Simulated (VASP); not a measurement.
Runs of VASP 6.6.1 on SrO. The structure is that of space group Fm-3m (No. 225), or close to it. The cells are those of the table. 

| level | cell | k mesh | smearing | grid for exact exchange (PRECFOCK) | share of exact exchange | screening parameter | gap on the mesh (eV) | pressure (GPa) |
| --- | --- | --- | --- | --- | --- | --- | --- | --- |
| HSE06 | a = 3.468 Å, angles 60.0°, 2 atoms | 6 × 6 × 6 | gaussian 0.01 eV | Normal | 0.25 | 0.2079 1/Å | 4.60 | (d) |
| HSE06 | a = 3.649 Å, angles 60.0°, 2 atoms | 6 × 6 × 6 | gaussian 0.01 eV | Normal | 0.25 | 0.2079 1/Å | (a) | 0.2 |
| PBE | a = 3.590, b = 3.649 Å, angles 59.5, 61.1, 59.5°, 2 atoms | 8 × 8 × 8 | fermi-dirac 0.02 eV | - | - | - | (c) | 6.0 |
| PBE | a = 3.649 Å, angles 60.0°, 2 atoms | 8 × 8 × 8 | fermi-dirac 0.02 eV | - | - | - | 3.27 | 2.4 |
| HSE06 | a = 3.590, b = 3.649 Å, angles 59.5, 61.1, 59.5°, 2 atoms | 6 × 6 × 6 | gaussian 0.01 eV | Normal | 0.25 | 0.2079 1/Å | (b) | 3.8 |
| r2SCAN | a = 3.649 Å, angles 60.0°, 2 atoms | 8 × 8 × 8 | gaussian 0.01 eV | - | - | - | 3.75 | 0.5 |
| r2SCAN | a = 3.590, b = 3.649 Å, angles 59.5, 61.1, 59.5°, 2 atoms | 8 × 8 × 8 | gaussian 0.01 eV | - | - | - | 3.55 | 4.2 |

Alike in all rows: task single point; potentials or basis VASP PAW PBE potentials, release 64 (Sr_sv, O); no spin polarisation; cutoff (eV) 520.

Q: Estimate the missing entries.

A: (a) 4.74; (b) 4.57; (c) 3.08; (d) 20.3.

Caveats: the PAW data sets were made with another functional, which shifts forces and pressure a little (at least some runs); the cell stands under pressure (at least some runs).

A k mesh can miss the band edges, and the runs leave out spin-orbit coupling on Sr.
